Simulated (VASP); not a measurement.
Set up this calculation in VASP 6.6.1, as the native input.

```
Task                   : single point
Functional             : BLYP
Potentials or basis    : VASP PAW PBE potentials, release 64 (Na_pv)
Cutoff                 : 520 eV
k mesh                 : 10 × 10 × 10
Occupations            : fermi-dirac, width 0.1 eV
Spin                   : no spin polarisation
Dipole correction      : no
Further INCAR settings : ALGO = Normal; EDIFF = 1e-07; NBANDS = 10
```

The structure of Na lies in POSCAR:

```
Na
1.0
    0.0000000000      2.6546664300      2.6546664300
    2.6546664300      0.0000000000      2.6546664300
    2.6546664300      2.6546664300      0.0000000000
Na
1
Direct
    0.0000000000      0.0000000000      0.0000000000
```

This isn't the form of Na at room conditions, which is bcc.

One way to write it, as run:

INCAR

```
SYSTEM = Na
AGGAC = 1.0
AGGAX = 1.0
ALDAC = 0.0
ALDAX = 1.0
ALGO = Normal
EDIFF = 1E-7
ENCUT = 520
GGA = B5
ISIF = 2
ISMEAR = -1
LASPH = .True.
LCHARG = .True.
LELF = .True.
LREAL = .False.
LVHAR = .True.
LWAVE = .False.
NBANDS = 10
NELM = 100
PREC = Accurate
SIGMA = 0.1
```

KPOINTS

```
k-points
0
Gamma
  10 10 10
  0 0 0
```

Potentials or basis: VASP PAW PBE potentials, release 64 (Na_pv).

Launch:

```console
$ cat potpaw_PBE.64/Na_pv/POTCAR > POTCAR
$ mpirun -np 1 vasp_std > vasp.out
```

It gave:

| Item | Value |
| --- | --- |
| Pressure | 0.0 GPa |
| Band gap on the k mesh | zero (an odd number of electrons rules out a gap without spin polarisation) |

Caveat: the PAW data sets were made with another functional, which shifts forces and pressure a little.

It took 35 s on 1 thread of AMD EPYC 7R13, on a shared host, peak memory 0.12 GiB.
